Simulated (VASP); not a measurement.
A run of VASP 6.6.1:

Contents of INCAR:

```
  PREC = Accurate
  ENCUT = 600
  EDIFF = 1E-6
  ISMEAR = 0
  SIGMA = 0.05
  LREAL = False
  LASPH = True
  NELM = 200
  ALGO = Normal
  ISIF = 2
  LWAVE = False
  LCHARG = True
  ISPIN = 2
  MAGMOM = 0.52 0.56
  LORBIT = 11
  LMAXMIX = 4
  GGA = CA
  LELF = True
  LVHAR = True
  NBANDS = 20
  GGA_COMPAT = False
```

Contents of KPOINTS:

```
Automatic mesh
0
Gamma
  7 7 7
```

Contents of POSCAR:

```
CuO
1.0
    2.5525506100      0.0000000000      0.0000000000
    0.0000000000      2.5525506100      0.0000000000
    0.0000000000      0.0000000000      2.5525506100
Cu O
1 1
Direct
    0.0000000000      0.0000000000      0.0000000000
    0.5000000000      0.5000000000      0.5000000000
```

Potentials or basis: VASP PAW LDA potentials, release 64 (Cu, O).

Command:

```bash
$ cat potpaw_LDA.64/Cu/POTCAR potpaw_LDA.64/O/POTCAR > POTCAR
$ mpirun -np 1 vasp_std > vasp.out
```

Hardware: 1 thread of Intel(R) Xeon(R) Platinum 8488C (Sapphire Rapids), on a shared host.

Q: How long does it take, and how much memory?

A: Run time: 10 s on 1 thread of Intel(R) Xeon(R) Platinum 8488C (Sapphire Rapids), on a shared host, peak memory 0.13 GiB. Counts: scf iterations 16, k points 20.
